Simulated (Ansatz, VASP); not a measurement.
**Au: VASP beside Ansatz**

INCAR

```
PREC     = Accurate       # precision mode
ENCUT    = 520            # plane-wave cutoff, eV
EDIFF    = 1E-6           # SCF threshold, eV
ISMEAR   = -1             # smearing method
SIGMA    = 0.025          # smearing width, eV
LREAL    = False          # projectors in reciprocal space
LASPH    = True           # aspherical terms in the spheres
NELM     = 150            # most SCF steps
ALGO     = Normal         # electronic algorithm
ISIF     = 2              # what is computed and relaxed
LWAVE    = False          # write WAVECAR
LCHARG   = False          # write CHGCAR
ISPIN    = 2              # spin polarisation
MAGMOM   = -0.11          # initial moments
LORBIT   = 11             # projections on sites
LMAXMIX  = 4              # l up to which the mixer works
GGA      = RP             # functional
IVDW     = 13             # dispersion correction
NBANDS   = 16             # bands
```

Contents of KPOINTS:

```
Automatic mesh
0
Gamma
  11 11 11
```

Contents of POSCAR:

```
Au
1.0
    0.0000000000      1.9934577312      1.9934577312
    1.9934577312      0.0000000000      1.9934577312
    1.9934577312      1.9934577312      0.0000000000
Au
1
Direct
    0.0000000000      0.0000000000      0.0000000000
```

input.yaml

```yaml
crystal:
  lattice:
    - [0.0, 1.9934577312, 1.9934577312]
    - [1.9934577312, 0.0, 1.9934577312]
    - [1.9934577312, 1.9934577312, 0.0]
  atoms:
    - { symbol: Au, position: [0.0, 0.0, 0.0], spin: -0.11 }
kpoints:
  mp_grid: { grid: [11, 11, 11] }
scf:
  occupations: { method: fermi_dirac, width: 0.025 }
hamiltonian:
  xc: rpbe
  dispersion: d4
  pseudopotentials:
    kind: all_electron
    lapw: { basis_error: 0.0005, small_component_spin: dirac_moment }
magnetization:
  spin_polarized: true
output:
  forces: true
  stress: true
  eigenvalues: true
```

Change from the starting cell: volume scaled by 0.94.

Alike in both runs: task single point; functional RPBE; dispersion D4; k mesh 11 × 11 × 11; occupations fermi-dirac, width 0.025 eV; collinear spin.

|  | VASP | Ansatz |
| --- | --- | --- |
| version | VASP 6.6.1 | Ansatz 0.2.0 |
| potentials or method | VASP PAW PBE potentials, release 64 (Au), cutoff 520 eV | all-electron LAPW, Dirac moment of small components |

|  | VASP | Ansatz | Ansatz less VASP |
| --- | --- | --- | --- |
| gap on the k mesh at the Fermi level (eV) | none | none | - |
| pressure (GPa) | 16.4 | 16.8 | +0.37 |
| net moment per atom (μB) | 0.00 | 0.00 | 0.000 |

VASP's potentials were made for PBE, not for RPBE. A gap of «none» marks a metal or a gap that the smearing closes. Ansatz ran all-electron here, and VASP with PAW potentials.

Neither program's run includes spin-orbit coupling.
